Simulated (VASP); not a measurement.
Set up this calculation in VASP 6.6.1, as the native input.

```yaml
Task: single point
Functional: PBE
Potentials_or_basis: VASP PAW PBE potentials, release 64 (Si)
Cutoff: 520 eV
k_mesh: 22 × 22 × 11
Occupations: fermi-dirac, width 0.1 eV
Spin: no spin polarisation
Dipole_correction: no
Further_INCAR_settings: ALGO = Normal; EDIFF = 1e-06; NBANDS = 11
```

The structure of Si lies in POSCAR:

```
Si
1.0
    2.6272866804      0.0000000000      0.0000000000
   -1.3136433402      2.2752970082      0.0000000000
    0.0000000000      0.0000000000      4.4286857972
Si
2
Direct
    0.3333333333      0.6666666667      0.2500000000
    0.6666666667      0.3333333333      0.7500000000
```

This isn't the form of Si at room conditions, which is diamond.

One way to write it, as run:

INCAR

```
SYSTEM = Si
PREC = Accurate ; ENCUT = 520
EDIFF = 1E-6 ; ISMEAR = -1
SIGMA = 0.1 ; LREAL = .FALSE.
LASPH = .TRUE. ; NELM = 80
ALGO = Normal ; ISIF = 2
LWAVE = .FALSE. ; LCHARG = .FALSE.
GGA = PE ; NBANDS = 11
```

KPOINTS

```
regular mesh
0
G
  22 22 11
  0 0 0
```

Potentials or basis: VASP PAW PBE potentials, release 64 (Si).

Run with:

```console
$ cat potpaw_PBE.64/Si/POTCAR > POTCAR
$ mpirun -np 1 vasp_std > vasp.out
```

Results of the run:

```
Pressure               : 8.2 GPa
Band gap on the k mesh : zero (bands 4 and 5 overlap by 13.10 eV)
```

Caveat: the cell stands under pressure.

It took 85 s on 1 thread of Intel Xeon 8259CL (shared host), peak memory 0.19 GiB.
